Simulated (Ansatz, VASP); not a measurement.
# Two plane-wave programs on BN

```
B N
1.0
    -0.00716    1.75590    1.75590
     1.75590   -0.00716    1.75590
     1.75590    1.75590   -0.00716
B N
1 1
Direct
  0.99989 0.99989 0.99989
  0.25011 0.25011 0.25011
```

Change from the starting cell: strained cell.

Alike in both runs: functional LDA; k mesh 9 × 9 × 9; occupations gaussian, width 0.02 eV; no spin polarisation.

Ansatz relaxed the structure, and its values are those at the end. VASP's run is a single point on that final structure, the one shown.

|  | VASP | Ansatz |
| --- | --- | --- |
| version | VASP 6.6.1 | Ansatz 0.2.0 |
| potentials or method | VASP PAW LDA potentials, release 64 (B, N), cutoff 600 eV | scalar-relativistic, plane waves, PAW |
| valence electrons in the cell | 8 | 8 |

```tsv
	VASP	Ansatz	Ansatz less VASP
gap on the k mesh at the Fermi level (eV)	4.57	4.58	+0.012
least direct gap on the mesh (eV)	8.98	8.99	+0.007
pressure (GPa)	24.0	22.7	-1.28
```

Ansatz warns that its potentials were made for another functional, while VASP's fit it. LDA's correlation is that of Perdew and Zunger in VASP and of Perdew and Wang (1992) in Ansatz. Ansatz's warnings: stress scf threshold loose.
